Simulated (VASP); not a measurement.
Write the native input for VASP 6.6.1 that does the following.

| Item | Value |
| --- | --- |
| Task | density of states |
| Functional | LDA |
| Potentials or basis | VASP PAW LDA potentials, release 64 (Ni, Al) |
| Cutoff | 520 eV |
| k mesh | 15 × 15 × 15 |
| Occupations | fermi-dirac, width 0.1 eV |
| Spin | no spin polarisation |
| Dipole correction | no |
| k mesh for the DOS | 23 × 23 × 23 |
| Occupations for the DOS | tetrahedron |
| Further INCAR settings | ALGO = Normal; EDIFF = 1e-06; NBANDS = 14 |

AlNi (rocksalt type):

```xyz
2
Lattice="0.0000 1.9456 1.9456 1.9456 0.0000 1.9456 1.9456 1.9456 0.0000" Properties=species:S:1:pos:R:3 pbc="T T T"
Ni    0.0000    0.0000    0.0000
Al    1.9456    1.9456    1.9456
```

This cell differs from its parent crystal: volume scaled by 0.55.

These files were run (other wordings do the same):

POSCAR

```
AlNi
1.0
    0.0000000000      1.9456050348      1.9456050348
    1.9456050348      0.0000000000      1.9456050348
    1.9456050348      1.9456050348      0.0000000000
Ni Al
1 1
Direct
    0.0000000000      0.0000000000      0.0000000000
    0.5000000000      0.5000000000      0.5000000000
```

INCAR.step1

```
PREC = Accurate
ENCUT = 520
EDIFF = 1E-6
ISMEAR = -1
SIGMA = 0.1
LREAL = False
LASPH = True
NELM = 60
ALGO = Normal
ISIF = 2
LWAVE = False
LCHARG = True
LMAXMIX = 4
GGA = CA
NBANDS = 14
```

KPOINTS.step1

```
Automatic mesh
0
Gamma
  15 15 15
```

INCAR.step2

```
PREC = Accurate
ENCUT = 520
EDIFF = 1E-6
ISMEAR = -5
SIGMA = 0.1
LREAL = False
LASPH = True
NELM = 60
ALGO = Normal
ISIF = 2
LWAVE = False
LCHARG = False
LMAXMIX = 4
GGA = CA
LORBIT = 10
NBANDS = 14
NEDOS = 1001
ICHARG = 11
```

KPOINTS.step2

```
Automatic mesh
0
Gamma
  23 23 23
```

Potentials or basis: VASP PAW LDA potentials, release 64 (Ni, Al).

Run with:

```console
$ cat potpaw_LDA.64/Ni/POTCAR potpaw_LDA.64/Al/POTCAR > POTCAR
$ cp INCAR.step1 INCAR
$ cp KPOINTS.step1 KPOINTS
$ mpirun -np 1 vasp_std > vasp.out
$ cp INCAR.step2 INCAR
$ cp KPOINTS.step2 KPOINTS
$ mpirun -np 1 vasp_std > vasp.out
```

Results of the run:

```json
{"Valence electrons inside the program's atomic spheres": "Ni 10.91; Al 1.32"}
```

Wall time 23 s on 1 thread of Intel(R) Xeon(R) 6975P-C (Granite Rapids), on a shared host, peak memory 0.18 GiB.
